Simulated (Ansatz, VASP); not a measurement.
## SrO in VASP and in Ansatz

```xyz
2
Lattice="0.0000 2.5323 2.5323 2.5323 0.0000 2.5323 2.5323 2.5323 0.0000" Properties=species:S:1:pos:R:3 pbc="T T T"
Sr    0.0000    0.0000    0.0000
O     2.5323    2.5323    2.5323
```

Alike in both runs: functional LDA; k mesh 8 × 8 × 8; no spin polarisation.

Ansatz relaxed the structure, and its values are those at the end. VASP's run is a single point on that final structure, the one shown.

|  | VASP | Ansatz |
| --- | --- | --- |
| version | VASP 6.6.1 | Ansatz 0.2.0 |
| potentials or method | VASP PAW LDA potentials, release 64 (Sr_sv, O), cutoff 520 eV | scalar-relativistic, plane waves, PAW |
| occupations | gaussian, width 0.01 eV | fixed |
| valence electrons in the cell | 16 | 16 |

Ansatz gave:

| Item | Value |
| --- | --- |
| gap on the k mesh at the Fermi level (eV) | 3.12 |
| least direct gap on the mesh (eV) | 3.16 |
| pressure (GPa) | 0.0 |

Q: Which values does VASP return?

A: gap on the k mesh at the Fermi level (eV): 3.06; least direct gap on the mesh (eV): 3.11; pressure (GPa): 0.8.

Ansatz warns that its potentials were made for another functional, while VASP's fit it. LDA's correlation is that of Perdew and Zunger in VASP and of Perdew and Wang (1992) in Ansatz.
